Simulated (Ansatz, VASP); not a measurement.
## C: VASP beside Ansatz

```
C
1.0
     0.00000    1.78337    1.78337
     1.78337    0.00000    1.78337
     1.78337    1.78337    0.00000
C
2
Direct
  0.75000 0.75000 0.75000
  0.50000 0.50000 0.50000
```

Alike in both runs: task relaxation of cell and atoms; functional r2SCAN; dispersion D4; k mesh 13 × 13 × 13; occupations fermi-dirac, width 0.05 eV; no spin polarisation.

|  | VASP | Ansatz |
| --- | --- | --- |
| version | VASP 6.6.1 | Ansatz 0.2.0 |
| potentials or method | VASP PAW PBE potentials, release 64 (C) | Ansatz PAW |
| plane-wave cutoff (eV) | 660 | 500 |
| valence electrons in the cell | 8 | 8 |

VASP gave:

```
relaxed volume (Å³/atom)                                     : 5.62
relaxed cell length with the largest relative difference (Å) : 2.514
```

Task: Estimate Ansatz's values.

Result: Relaxed volume (Å³/atom): 5.61; relaxed cell length with the largest relative difference (Å): 2.513.

VASP's potentials were made for PBE, not for r2SCAN.

Noted on Ansatz's run: odd divisions of the mesh miss points on the zone boundary, where band edges often lie, so the gap on the mesh can be too wide; the plane-wave basis is chosen anew once the cell has moved, so the energies of steps on either side of that aren't comparable.
